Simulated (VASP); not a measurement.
# Ba3Te (I4/mmm) in VASP: notebook

Runs on Ba3Te. Level: PBE. Tasks: single point.

Program: VASP 6.6.1. These are calculated values, not measurements. Logs are shortened: lines on timing, memory, paths and dates and some standing lists are left out, and cuts for length are marked.

## (1) The cell of the first run

The structure is tetragonal, space group I4/mmm (No. 139). Conventional cell: a = 5.605 Å, b = 5.605 Å, c = 13.056 Å, α = 90.00°, β = 90.00°, γ = 90.00°. Ba (site symmetry 4/mmm) has 4 Te at 3.96 Å and 8 Ba at 4.30 Å within 5.2 Å. Ba (site symmetry -4m2) has 8 Ba at 3.96 to 4.30 Å and 4 Te at 4.30 Å within 5.2 Å. Within 5.2 Å of Te (site symmetry 4/mmm) lie 12 Ba at 3.96 to 4.30 Å.

## (2) Single point, PBE (Mg replaced by Ba, lengths x 1.237, strained)

Contents of INCAR:

```
  PREC = Accurate
  ENCUT = 500
  EDIFF = 1E-6
  ISMEAR = 0
  SIGMA = 0.1
  LREAL = F
  LASPH = T
  NELM = 120
  ALGO = Normal
  ISIF = 2
  LWAVE = F
  LCHARG = F
  GGA = PE
  NBANDS = 26
  GGA_COMPAT = F
```

Contents of KPOINTS:

```
regular mesh
0
Gamma
  4 4 4
```

Contents of POSCAR:

```
Ba3Te
1.0
   -2.8027123848      2.8027123848      6.5282280490
    2.8027123848     -2.8027123848      6.5282280490
    2.8027123848      2.8027123848     -6.5282280490
Ba Te
3 1
Direct
    0.5000000000      0.5000000000      0.0000000000
    0.7500000000      0.2500000000      0.5000000000
    0.2500000000      0.7500000000      0.5000000000
    0.0000000000      0.0000000000      0.0000000000
```

Potentials or basis: VASP PAW PBE potentials, release 64 (Ba_sv, Te).

On the command line:

```sh
$ cat potpaw_PBE.64/Ba_sv/POTCAR potpaw_PBE.64/Te/POTCAR > POTCAR
$ mpirun -np 1 vasp_std > vasp.out
```

OUTCAR:

```text
PREC = Accurate
   ENCUT = 500
   EDIFF = 1E-6
   ISMEAR = 0
   LREAL = F
   LASPH = T
   NELM = 120
   ISIF = 2
   GGA = PE

 ion  position               nearest neighbor table
   1  0.500  0.500  0.000-   4 3.96   4 3.96   4 3.96   4 3.96   3 4.30   2 4.30   3 4.30   2 4.30
                             3 4.30   3 4.30   2 4.30   2 4.30
   2  0.750  0.250  0.500-   3 3.96   3 3.96   3 3.96   3 3.96   1 4.30   1 4.30   1 4.30   1 4.30

   3  0.250  0.750  0.500-   2 3.96   2 3.96   2 3.96   2 3.96   1 4.30   1 4.30   1 4.30   1 4.30

   4  0.000  0.000  0.000-   1 3.96   1 3.96   1 3.96   1 3.96

  LATTYP: Found a body centered tetragonal cell.
 ALAT       =     5.6054247696
 C/A-ratio  =     2.3292536489

  Lattice vectors:

 A1 = (  -2.8027123848,   2.8027123848,   6.5282280490)
 A2 = (   2.8027123848,  -2.8027123848,   6.5282280490)
 A3 = (   2.8027123848,   2.8027123848,  -6.5282280490)

Analysis of symmetry for initial positions (statically):
=====================================================================
 Subroutine PRICEL returns:
 Original cell was already a primitive cell.

 Routine SETGRP: Setting up the symmetry group for a
 body centered tetragonal supercell.

 Subroutine GETGRP returns: Found 16 space group operations
 (whereof 16 operations were pure point group operations)
 out of a pool of 16 trial point group operations.

The static configuration has the point symmetry D_4h.

Analysis of symmetry for dynamics (positions and initial velocities):
=====================================================================
 Subroutine PRICEL returns:
 Original cell was already a primitive cell.

 Routine SETGRP: Setting up the symmetry group for a
 body centered tetragonal supercell.

 Subroutine GETGRP returns: Found 16 space group operations
 (whereof 16 operations were pure point group operations)
 out of a pool of 16 trial point group operations.

The dynamic configuration has the point symmetry D_4h.

 Subroutine INISYM returns: Found 16 space group operations
 (whereof 16 operations are pure point group operations),
 and found     1 'primitive' translations

----------------------------------------------------------------------------------------

                                     Primitive cell

[... 78 lines left out ...]
   LSORBIT =      F    spin-orbit coupling
   LASPH  =      T    aspherical Exc in radial PAW
   ENCUT  =  500.0 eV  36.75 Ry    6.06 a.u.  13.92 13.92 13.92*2*pi/ulx,y,z
   NELM   =    120;   NELMIN=  2; NELMDL= -5     # of ELM steps
   EDIFF  = 0.1E-05   stopping-criterion for ELM
   LREAL  =      F    real-space projection
   EDIFFG = 0.1E-04   stopping-criterion for IOM
   NSW    =      0    number of steps for IOM
   IBRION =     -1    ionic relax: 0-MD 1-quasi-New 2-CG
   NFREE  =      0    steps in history (QN), initial steepest desc. (CG)
   ISIF   =      2    stress and relaxation
   ISYM   =      2    0-nonsym 1-usesym 2-fastsym
   POTIM  = 0.5000    time-step for ionic-motion
   TEBEG  =    0.0;   TEEND  =   0.0 temperature during run
   PSTRESS=    0.0 pullay stress
   NELECT =      36.0000    total number of electrons
   NUPDOWN=      -1.0000    fix difference up-down
   EMIN   =  10.00;   EMAX   =-10.00  energy-range for DOS
   EFERMI =   0.00;   METHOD = LEGACY
   ISMEAR =     0;   SIGMA  =   0.10  broadening in eV -4-tet -1-fermi 0-gaus
   EFERMI_NEDOS =   21; number of points for ismear=-14 and -15
   IALGO  =     38    algorithm
   IMIX   =      4    mixing-type and parameters
     AMIX     =   0.40;   BMIX     =  1.00
     AMIX_MAG =   1.60;   BMIX_MAG =  1.00
  volume/ion in A,a.u.               =      51.28       346.06
  Fermi-wavevector in a.u.,A,eV,Ry     =   0.916582  1.732090 11.430573  0.840123
  Thomas-Fermi vector in A             =   2.041454
   LORBIT       =      0    0 simple, 1 ext, 2 COOP (PROOUT), +10 PAW based schemes
   GGA     = PE    functional components
   LHFCALC =     F    Hartree Fock is set to
   AEXX    =    0.0000 exact exchange contribution
   IVDW    =     0    specifies the selected vdW correction
   LEPSILON=     F    determine dielectric tensor
   LRPA    =     F    only Hartree local field effects (RPA)
 non-spin polarized calculation
 Gauss-broadening in eV      SIGMA  =   0.10
  energy-cutoff  :      500.00
  volume of cell :      205.12
 maximum number of plane-waves:      5258
   NGX = 27   NGY = 27   NGZ = 27

 number of electron      36.0000000 magnetization

 Free energy of the ion-electron system (eV)
  ---------------------------------------------------
  ext. energy  EPLUGINS =         0.00000000
  ---------------------------------------------------
  free energy    TOTEN  =       -10.96509399 eV

  energy without entropy =      -10.95663561  energy(sigma->0) =      -10.96086480

 E-fermi :   2.9616     XC(G=0):  -7.9026

 val. band max:        2.9110323131   @ k =   0.5000  -0.0000   0.0000
 cond. band min:       2.9714288624   @ k =   0.0000   0.0000   0.0000
 fundamental gap:      0.0603965492
 Fermi energy:         2.9615776545

 k-point     1 :       0.0000    0.0000    0.0000
  band No.  band energies     occupation
      1     -26.2001      2.00000
      2     -26.1372      2.00000
      3     -26.0486      2.00000
      4     -11.6317      2.00000
      5     -11.5624      2.00000
      6     -11.5624      2.00000
[... 366 lines left out ...]
     25       4.9352      0.00000
     26       5.0812      0.00000

------------------------ aborting loop because EDIFF is reached ----------------------------------------

  FORCE on cell =-STRESS in cart. coord.  units (eV):
  Direction    XX          YY          ZZ          XY          YZ          ZX
  --------------------------------------------------------------------------------------
  -------------------------------------------------------------------------------------
  Total       -1.8933250     -1.8933250     -0.2053027      0.0000000     -0.0000000      0.0000000
  in kB      -14.7884748    -14.7884748     -1.6035884      0.0000000     -0.0000000      0.0000000
  external PRESSURE =     -10.3935127 kB  Pullay stress =       0.0000000 kB

 VOLUME and BASIS-vectors are now :
 -----------------------------------------------------------------------------
  energy-cutoff  :      500.00
  volume of cell :      205.12
      direct lattice vectors                 reciprocal lattice vectors
    -2.802712385  2.802712385  6.528228049     0.000000000  0.178398612  0.076590462
     2.802712385 -2.802712385  6.528228049     0.178398612  0.000000000  0.076590462
     2.802712385  2.802712385 -6.528228049     0.178398612  0.178398612  0.000000000

 POSITION                                       TOTAL-FORCE (eV/Angst)
 -----------------------------------------------------------------------------------
      0.00000      0.00000      6.52823         0.000000     -0.000000     -0.000000
     -0.00000      2.80271      3.26411        -0.000000     -0.000000     -0.000000
      2.80271     -0.00000      3.26411         0.000000      0.000000      0.000000
      0.00000      0.00000      0.00000         0.000000     -0.000000     -0.000000
 -----------------------------------------------------------------------------------
    total drift:                               -0.000000     -0.000000      0.000000

  FREE ENERGIE OF THE ION-ELECTRON SYSTEM (eV)
  ---------------------------------------------------
  free  energy   TOTEN  =       -10.9650939890 eV

  energy  without entropy=      -10.9566356090  energy(sigma->0) =      -10.96086480
```

It took 82 s on 1 thread of Intel Xeon Platinum 8259CL at 2.50GHz (Skylake/Cascade Lake), shared host; peak memory 0.44 GiB.

What came out:

- Free energy: -10.9651 eV
- Pressure: -1.0 GPa
- Band gap on the k mesh: zero (bands 18 and 19 overlap by 0.65 eV)

Stress tensor (GPa, compression positive):
```
-1.48  0.00  0.00
 0.00 -1.48  0.00
 0.00  0.00 -0.16
```

Caveat: the cell differs from its parent crystal (Mg replaced by Ba, lengths x 1.237, strained); spin-orbit coupling is left out, which moves the levels of the heavy elements.

## (3) Single point, PBE (Mg replaced by Ba, lengths x 1.237, strained)

Contents of INCAR:

```
PREC = Accurate
ENCUT = 500
EDIFF = 1E-6
ISMEAR = 0
SIGMA = 0.1
LREAL = False
LASPH = True
NELM = 120
ALGO = Normal
ISIF = 2
LWAVE = False
LCHARG = False
GGA = PE
NBANDS = 26
GGA_COMPAT = False
```

Contents of KPOINTS:

```
Automatic mesh
0
Gamma
  10 10 10
```

POSCAR is that of step 2.

Potentials or basis: VASP PAW PBE potentials, release 64 (Ba_sv, Te).

On the command line:

```sh
$ cat potpaw_PBE.64/Ba_sv/POTCAR potpaw_PBE.64/Te/POTCAR > POTCAR
$ mpirun -np 1 vasp_std > vasp.out
```

OUTCAR:

```text
PREC = Accurate
   ENCUT = 500
   EDIFF = 1E-6
   ISMEAR = 0
   LREAL = False
   LASPH = True
   NELM = 120
   ISIF = 2
   GGA = PE

 ion  position               nearest neighbor table
   1  0.500  0.500  0.000-   4 3.96   4 3.96   4 3.96   4 3.96   3 4.30   2 4.30   3 4.30   2 4.30
                             3 4.30   3 4.30   2 4.30   2 4.30
   2  0.750  0.250  0.500-   3 3.96   3 3.96   3 3.96   3 3.96   1 4.30   1 4.30   1 4.30   1 4.30

   3  0.250  0.750  0.500-   2 3.96   2 3.96   2 3.96   2 3.96   1 4.30   1 4.30   1 4.30   1 4.30

   4  0.000  0.000  0.000-   1 3.96   1 3.96   1 3.96   1 3.96

  LATTYP: Found a body centered tetragonal cell.
 ALAT       =     5.6054247696
 C/A-ratio  =     2.3292536489

  Lattice vectors:

 A1 = (  -2.8027123848,   2.8027123848,   6.5282280490)
 A2 = (   2.8027123848,  -2.8027123848,   6.5282280490)
 A3 = (   2.8027123848,   2.8027123848,  -6.5282280490)

Analysis of symmetry for initial positions (statically):
=====================================================================
 Subroutine PRICEL returns:
 Original cell was already a primitive cell.

 Routine SETGRP: Setting up the symmetry group for a
 body centered tetragonal supercell.

 Subroutine GETGRP returns: Found 16 space group operations
 (whereof 16 operations were pure point group operations)
 out of a pool of 16 trial point group operations.

The static configuration has the point symmetry D_4h.

Analysis of symmetry for dynamics (positions and initial velocities):
=====================================================================
 Subroutine PRICEL returns:
 Original cell was already a primitive cell.

 Routine SETGRP: Setting up the symmetry group for a
 body centered tetragonal supercell.

 Subroutine GETGRP returns: Found 16 space group operations
 (whereof 16 operations were pure point group operations)
 out of a pool of 16 trial point group operations.

The dynamic configuration has the point symmetry D_4h.

 Subroutine INISYM returns: Found 16 space group operations
 (whereof 16 operations are pure point group operations),
 and found     1 'primitive' translations

----------------------------------------------------------------------------------------

                                     Primitive cell

  volume of cell :     205.1221

  direct lattice vectors                    reciprocal lattice vectors
    -2.802712385  2.802712385  6.528228049     0.000000000  0.178398612  0.076590462
     2.802712385 -2.802712385  6.528228049     0.178398612  0.000000000  0.076590462
     2.802712385  2.802712385 -6.528228049     0.178398612  0.178398612  0.000000000

  length of vectors
     7.637287142  7.637287142  7.637287142     0.194144698  0.194144698  0.252293737

  position of ions in fractional coordinates (direct lattice)
     0.500000000  0.500000000  0.000000000
     0.750000000  0.250000000  0.500000000
     0.250000000  0.750000000  0.500000000
     0.000000000  0.000000000  0.000000000

  ion indices of the primitive-cell ions
   primitive index   ion index
                 1           1
                 2           2
                 3           3
                 4           4

----------------------------------------------------------------------------------------

[... 24 lines left out ...]
 Following reciprocal coordinates:
            Coordinates               Weight
  0.000000  0.000000  0.000000      1.000000
  0.100000 -0.000000  0.000000      8.000000
  0.200000 -0.000000  0.000000      8.000000
  0.300000 -0.000000  0.000000      8.000000
  0.400000 -0.000000  0.000000      8.000000
  0.500000 -0.000000  0.000000      4.000000
[... 16 lines left out ...]
  0.300000  0.300000  0.000000      8.000000
  0.400000  0.300000  0.000000     16.000000
 [... further k-points ...]
   k-points           NKPTS =    102   k-points in BZ     NKDIM =    102   number of bands    NBANDS=     26
   number of dos      NEDOS =    301   number of ions     NIONS =      4
   total plane-waves  NPLWV = 175616
   dimension x,y,z NGX =    56 NGY =   56 NGZ =   56
   dimension x,y,z NGXF=   112 NGYF=  112 NGZF=  112
   ions per type =               3   1
   NGX,Y,Z   is equivalent  to a cutoff of  12.19, 12.19, 12.19 a.u.
   NGXF,Y,Z  is equivalent  to a cutoff of  24.38, 24.38, 24.38 a.u.
 SYSTEM =  unknown system
   PREC   = accura    normal or accurate (medium, high low for compatibility)
   ISTART =      0    job   : 0-new  1-cont  2-samecut
   ICHARG =      2    charge: 1-file 2-atom 10-const
   ISPIN  =      1    spin polarized calculation?
   LNONCOLLINEAR =      F non collinear calculations
   LSORBIT =      F    spin-orbit coupling
   LASPH  =      T    aspherical Exc in radial PAW
   ENCUT  =  500.0 eV  36.75 Ry    6.06 a.u.  13.92 13.92 13.92*2*pi/ulx,y,z
   NELM   =    120;   NELMIN=  2; NELMDL= -5     # of ELM steps
   EDIFF  = 0.1E-05   stopping-criterion for ELM
   LREAL  =      F    real-space projection
   EDIFFG = 0.1E-04   stopping-criterion for IOM
   NSW    =      0    number of steps for IOM
   IBRION =     -1    ionic relax: 0-MD 1-quasi-New 2-CG
   NFREE  =      0    steps in history (QN), initial steepest desc. (CG)
   ISIF   =      2    stress and relaxation
   ISYM   =      2    0-nonsym 1-usesym 2-fastsym
   POTIM  = 0.5000    time-step for ionic-motion
   TEBEG  =    0.0;   TEEND  =   0.0 temperature during run
   PSTRESS=    0.0 pullay stress
   NELECT =      36.0000    total number of electrons
   NUPDOWN=      -1.0000    fix difference up-down
   EMIN   =  10.00;   EMAX   =-10.00  energy-range for DOS
   EFERMI =   0.00;   METHOD = LEGACY
   ISMEAR =     0;   SIGMA  =   0.10  broadening in eV -4-tet -1-fermi 0-gaus
   EFERMI_NEDOS =   21; number of points for ismear=-14 and -15
   IALGO  =     38    algorithm
   IMIX   =      4    mixing-type and parameters
     AMIX     =   0.40;   BMIX     =  1.00
     AMIX_MAG =   1.60;   BMIX_MAG =  1.00
  volume/ion in A,a.u.               =      51.28       346.06
  Fermi-wavevector in a.u.,A,eV,Ry     =   0.916582  1.732090 11.430573  0.840123
  Thomas-Fermi vector in A             =   2.041454
   LORBIT       =      0    0 simple, 1 ext, 2 COOP (PROOUT), +10 PAW based schemes
   GGA     = PE    functional components
   LHFCALC =     F    Hartree Fock is set to
   AEXX    =    0.0000 exact exchange contribution
   IVDW    =     0    specifies the selected vdW correction
   LEPSILON=     F    determine dielectric tensor
   LRPA    =     F    only Hartree local field effects (RPA)
 non-spin polarized calculation
 Gauss-broadening in eV      SIGMA  =   0.10
  energy-cutoff  :      500.00
  volume of cell :      205.12
 maximum number of plane-waves:      5260
   NGX = 27   NGY = 27   NGZ = 27

 number of electron      36.0000000 magnetization

 Free energy of the ion-electron system (eV)
  ---------------------------------------------------
  ext. energy  EPLUGINS =         0.00000000
  ---------------------------------------------------
  free energy    TOTEN  =       -10.93981788 eV

  energy without entropy =      -10.91596263  energy(sigma->0) =      -10.92789026

 E-fermi :   2.9708     XC(G=0):  -7.9032

 val. band max:        2.9676185565   @ k =  -0.4000   0.4000   0.4000
 cond. band min:       2.9742100226   @ k =  -0.3000   0.3000   0.1000
 fundamental gap:      0.0065914662
 Fermi energy:         2.9708423309

 k-point     1 :       0.0000    0.0000    0.0000
  band No.  band energies     occupation
      1     -26.1987      2.00000
      2     -26.1376      2.00000
      3     -26.0523      2.00000
      4     -11.6300      2.00000
      5     -11.5696      2.00000
      6     -11.5696      2.00000
[... 685 lines left out ...]
     25       5.0939      0.00000
     26       5.2651      0.00000

 [... further k-points ...]

------------------------ aborting loop because EDIFF is reached ----------------------------------------

  FORCE on cell =-STRESS in cart. coord.  units (eV):
  Direction    XX          YY          ZZ          XY          YZ          ZX
  --------------------------------------------------------------------------------------
  -------------------------------------------------------------------------------------
  Total       -1.7811035     -1.7811035     -0.2094120      0.0000000      0.0000000      0.0000000
  in kB      -13.9119293    -13.9119293     -1.6356855      0.0000000      0.0000000      0.0000000
  external PRESSURE =      -9.8198481 kB  Pullay stress =       0.0000000 kB

 VOLUME and BASIS-vectors are now :
 -----------------------------------------------------------------------------
  energy-cutoff  :      500.00
  volume of cell :      205.12
      direct lattice vectors                 reciprocal lattice vectors
    -2.802712385  2.802712385  6.528228049     0.000000000  0.178398612  0.076590462
     2.802712385 -2.802712385  6.528228049     0.178398612  0.000000000  0.076590462
     2.802712385  2.802712385 -6.528228049     0.178398612  0.178398612  0.000000000

 POSITION                                       TOTAL-FORCE (eV/Angst)
 -----------------------------------------------------------------------------------
      0.00000      0.00000      6.52823         0.000000     -0.000000      0.000000
     -0.00000      2.80271      3.26411        -0.000000      0.000000      0.000000
      2.80271     -0.00000      3.26411        -0.000000      0.000000     -0.000000
      0.00000      0.00000      0.00000         0.000000     -0.000000      0.000000
 -----------------------------------------------------------------------------------
    total drift:                               -0.000000     -0.000000      0.000000

  FREE ENERGIE OF THE ION-ELECTRON SYSTEM (eV)
  ---------------------------------------------------
  free  energy   TOTEN  =       -10.9398178809 eV

  energy  without entropy=      -10.9159626293  energy(sigma->0) =      -10.92789026
```

stdout:

```text
POSCAR found type information on POSCAR BaTe
 POSCAR found :  2 types and       4 ions
 scaLAPACK will be used
 LDA part: xc-table for (Slater+PW92), standard interpolation
 POSCAR, INCAR and KPOINTS ok, starting setup
 FFT: planning ... GRIDC
 FFT: planning ... GRID_SOFT
 FFT: planning ... GRID
 WAVECAR not read
 entering main loop
```

Run time: 9.2 min. Hardware: 1 thread of Intel Xeon Platinum 8259CL at 2.50GHz (Skylake/Cascade Lake), shared host; peak memory 0.74 GiB.

What came out:

| Item | Value |
| --- | --- |
| Free energy | -10.9398 eV |
| Pressure | -1.0 GPa |
| Band gap on the k mesh | zero (bands 18 and 19 overlap by 0.73 eV) |

Levels at points of the mesh, in eV from the Fermi level:
```tsv
k point	band 16	band 17	band 18	band 19	band 20	band 21
(0.00, 0.00, 0.00)	-2.49	-2.07	-0.29	-0.24	-0.01	0.33
(0.50, 0.00, 0.00)	-2.75	-0.43	-0.07	0.67	0.95	1.03
(0.50, 0.50, 0.00)	-2.69	-0.75	-0.66	0.28	0.76	0.96
(0.50, 0.50, 0.50)	-2.34	-1.15	-0.49	-0.42	-0.13	-0.13
```

Caveat: the cell differs from its parent crystal (Mg replaced by Ba, lengths x 1.237, strained); spin-orbit coupling is left out, which moves the levels of the heavy elements.

The gap in the log of VASP goes by the Fermi energy; the results here count the filled bands.